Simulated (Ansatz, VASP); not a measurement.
**One calculation of Hf2TiTe5, two programs**

```xyz
8
Lattice="0.0000 6.0041 6.0041 6.0041 0.0000 6.0041 6.0041 6.0041 0.0000" Properties=species:S:1:pos:R:3 pbc="T T T"
Hf    3.0021    3.0021    3.0021
Hf    0.0000    0.0000    0.0000
Ti    6.0041    6.0041    6.0041
Te    4.5326    4.5326    4.5326
Te    7.4756    7.4756    4.5326
Te    7.4756    4.5326    7.4756
Te    4.5326    7.4756    7.4756
Te    9.0062    9.0062    9.0062
```

Alike in both runs: functional PBE; k mesh 3 × 3 × 3; occupations gaussian, width 0.2 eV; no spin polarisation.

Ansatz relaxed the structure, and its values are those at the end. VASP's run is a single point on that final structure, the one shown.

|  | VASP | Ansatz |
| --- | --- | --- |
| version | VASP 6.6.1 | Ansatz 0.2.0 |
| potentials or method | VASP PAW PBE potentials, release 64 (Hf_pv, Ti_sv, Te), cutoff 520 eV | scalar-relativistic, plane waves, PAW |
| valence electrons in the cell | 62 | 144 |

|  | VASP | Ansatz | Ansatz less VASP |
| --- | --- | --- | --- |
| gap on the k mesh at the Fermi level (eV) | 0.13 | 0.13 | -0.001 |
| least direct gap on the mesh (eV) | 0.22 | 0.22 | +0.001 |
| pressure (GPa) | -0.1 | 0.0 | +0.04 |
| rms of the force components (eV/Å) | 0.024 | 0.034 | +0.0097 |

VASP's potentials hold 62 valence electrons a cell and Ansatz's 144, so a difference there can come from the potentials and not from the codes.

Spin-orbit coupling is off throughout.
